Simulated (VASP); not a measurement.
**ZnS: single point with PBE**

Crystal: ZnS.

```
Zn S
1.0
     0.00000    2.70200    2.70200
     2.70200    0.00000    2.70200
     2.70200    2.70200    0.00000
Zn S
1 1
Direct
  0.75000 0.75000 0.75000
  0.00000 0.00000 0.00000
```

```json
{
  "Program": "VASP 6.6.1",
  "Task": "single point",
  "Functional": "PBE",
  "Potentials or basis": "VASP PAW PBE potentials, release 64 (Zn, S)",
  "Cutoff": "500 eV",
  "k mesh": "7 × 7 × 7",
  "Occupations": "gaussian, width 0.01 eV",
  "Spin": "no spin polarisation"
}
```

```json
{
 "Pressure": "1.8 GPa",
 "Band gap on the k mesh": "2.11 eV"
}
```

Levels at points of the mesh, in eV from the valence-band top:
| k point | band 6 | band 7 | band 8 | band 9 | band 10 | band 11 | band 12 | band 13 |
| --- | --- | --- | --- | --- | --- | --- | --- | --- |
| (0.00, 0.00, 0.00) | -5.84 | 0.00 | 0.00 | 0.00 | 2.11 | 6.40 | 6.40 | 6.40 |

Run time: 6.8 s on 1 thread of AMD EPYC 9R45 96-Core Processor (Zen 5), on a shared host, peak memory 0.12 GiB.

PBE gaps usually lie below the measured ones, often by a third to a half.
